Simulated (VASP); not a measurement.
Runs of VASP 6.6.1 on AlCo3. The structure is that of space group Pm-3m (No. 221), or close to it. The cells are those of the table. 

```tsv
level	cell	k mesh	smearing	gap on the mesh (eV)	pressure (GPa)	moment (μB)
r2SCAN	a = 3.575 Å, 4 atoms	8 × 8 × 8	gaussian 0.1 eV	none	1.4	4.52
r2SCAN	a = 3.575 Å, 4 atoms	2 × 2 × 2	gaussian 0.1 eV	none	-12.1	1.75
r2SCAN	a = 3.575 Å, 4 atoms	12 × 12 × 12	gaussian 0.05 eV	none	1.3	4.49
r2SCAN	a = 3.575 Å, 4 atoms	12 × 12 × 12	methfessel-paxton 0.3 eV	none	1.4	(b)
r2SCAN+D4	a = 3.573 Å, 4 atoms	12 × 12 × 12	gaussian 0.1 eV	none	(a)	4.49
```

Alike in all rows: task single point; potentials or basis VASP PAW PBE potentials, release 64 (Al, Co); spin collinear, ferromagnetic start; cutoff (eV) 520.

Problem. Estimate the missing entries.

Solution. (a) -0.2; (b) 4.51.

Caveats: some runs use coarse meshes; the PAW data sets were made with another functional, which shifts forces and pressure a little; pairwise dispersion overbinds metals, which lowers pressure and volume (some runs).

A gap of «none» marks levels without a gap at the run's occupations.
